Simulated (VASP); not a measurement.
Wanted: the native input for a VASP 6.6.1 run.

| Item | Value |
| --- | --- |
| Task | single point |
| Functional | PBEsol |
| Potentials or basis | VASP PAW PBE potentials, release 64 (P, Nb_sv) |
| Cutoff | 520 eV |
| k mesh | 10 × 10 × 1 |
| Occupations | gaussian, width 0.1 eV |
| Spin | no spin polarisation |
| Dipole correction | yes |
| Further INCAR settings | ALGO = Normal; EDIFF = 1e-07; NBANDS = 46 |

The structure of NbP lies in POSCAR:

```
NbP
1.0
    3.3202500353      0.0000000000      0.0000000000
    0.0000000000      3.3202500353      0.0000000000
    0.0000000000      0.0000000000     25.3617119782
P Nb
4 4
Direct
    0.0000000000      0.0000000000      0.2985406505
    0.5000000000      0.0000000000      0.4076774603
    0.5000000000      0.5000000000      0.5187008374
    0.0000000000      0.5000000000      0.6310603256
    0.0000000000      0.5000000000      0.3691511384
    0.0000000000      0.0000000000      0.4821118942
    0.5000000000      0.0000000000      0.5928028641
    0.5000000000      0.5000000000      0.6999548295
```

One way to write it, as run:

INCAR

```
PREC = Accurate ; ENCUT = 520
EDIFF = 1E-7 ; ISMEAR = 0
SIGMA = 0.1 ; LREAL = False
LASPH = True ; NELM = 60
ALGO = Normal ; ISIF = 2
LWAVE = False ; LCHARG = False
LDIPOL = True ; IDIPOL = 3
DIPOL = 0.5 0.5 0.500 ; GGA = PS
NBANDS = 46
```

KPOINTS

```
regular mesh
0
Gamma
  10 10 1
```

Potentials or basis: VASP PAW PBE potentials, release 64 (P, Nb_sv).

Run with:

```sh
$ cat potpaw_PBE.64/P/POTCAR potpaw_PBE.64/Nb_sv/POTCAR > POTCAR
$ mpirun -np 1 vasp_std > vasp.out
```

It gave:

```yaml
Largest_force: 0.015 eV/Å
Band_gap_on_the_k_mesh: zero (bands 36 and 37 overlap by 0.30 eV)
```

Caveat: the PAW data sets were made with another functional, which shifts forces and pressure a little.

Run time: 19 min on 1 thread of Intel(R) Xeon(R) Platinum 8488C (Sapphire Rapids) (shared host), peak memory 0.58 GiB.
